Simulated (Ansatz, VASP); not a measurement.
**HfGe in VASP and in Ansatz**

```
Hf Ge
1.0
     2.53477    0.00000    0.00000
     0.00000    2.53477    0.00000
     0.00000    0.00000    2.53477
Hf Ge
1 1
Direct
  0.00000 0.00000 0.00000
  0.50000 0.50000 0.50000
```

Change from the starting cell: volume scaled by 0.45, PAW files.

Alike in both runs: task single point; functional PBEsol; k mesh 13 × 13 × 13; occupations fermi-dirac, width 0.05 eV; no spin polarisation.

|  | VASP | Ansatz |
| --- | --- | --- |
| version | VASP 6.6.1 | Ansatz 0.2.0 |
| potentials or method | VASP PAW PBE potentials, release 64 (Hf_pv, Ge_d) | PAW with Ansatz's default frozen-core files, scalar-relativistic |
| plane-wave cutoff (eV) | 520 | 420 |
| valence electrons in the cell | 24 | 40 |

```tsv
	VASP	Ansatz	Ansatz less VASP
pressure (GPa)	514.3	507.8	-6.52
```

VASP's potentials were made for PBE, not for PBEsol. Both programs put the cell under a high pressure, so it lies far from rest at this level. VASP's potentials hold 24 valence electrons a cell and Ansatz's 40, so a difference there can come from the potentials and not from the codes.

Spin-orbit coupling is off throughout. Noted on VASP's run: the cell as given lies far from equilibrium.
